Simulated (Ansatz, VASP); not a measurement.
One calculation of Mg12H, two programs

```xyz
13
Lattice="6.4688 0.0000 0.0000 -4.8516 8.4032 0.0000 0.0000 0.0000 5.2527" Properties=species:S:1:pos:R:3 pbc="T T T"
Mg   -0.0114    1.8532    1.2733
Mg    1.6284    0.9390    3.9183
Mg   -1.6237    4.6607    1.2813
Mg   -0.0052    3.7355    3.9099
Mg   -3.1896    7.5065    1.3221
Mg   -1.6158    6.5249    3.9127
Mg    3.2547    1.8742    1.2994
Mg    4.8516    0.9289    3.9135
Mg    1.6285    4.5934    1.3116
Mg    3.2403    3.7332    3.9144
Mg   -0.0444    7.5121    1.3198
Mg    1.6167    6.5248    3.9613
H     1.6159    6.5245    0.7692
```

Alike in both runs: functional PBEsol; k mesh 3 × 2 × 3; occupations fermi-dirac, width 0.1 eV; no spin polarisation.

Ansatz relaxed the structure, and its values are those at the end. VASP's run is a single point on that final structure, the one shown.

|  | VASP | Ansatz |
| --- | --- | --- |
| version | VASP 6.6.1 | Ansatz 0.2.0 |
| potentials or method | VASP PAW PBE potentials, release 64 (Mg, H), cutoff 520 eV | scalar-relativistic, plane waves, PAW |
| valence electrons in the cell | 25 | 121 |

```tsv
	VASP	Ansatz	Ansatz less VASP
rms of the force components (eV/Å)	0.005	0.005	0.0000
```

VASP's potentials were made for PBE, not for PBEsol. With one functional, cell and mesh, what is left measures potentials, basis and numerics. VASP's potentials hold 25 valence electrons a cell and Ansatz's 121, so a difference there can come from the potentials and not from the codes.

The k mesh is coarse, so the values compare programs but aren't converged.
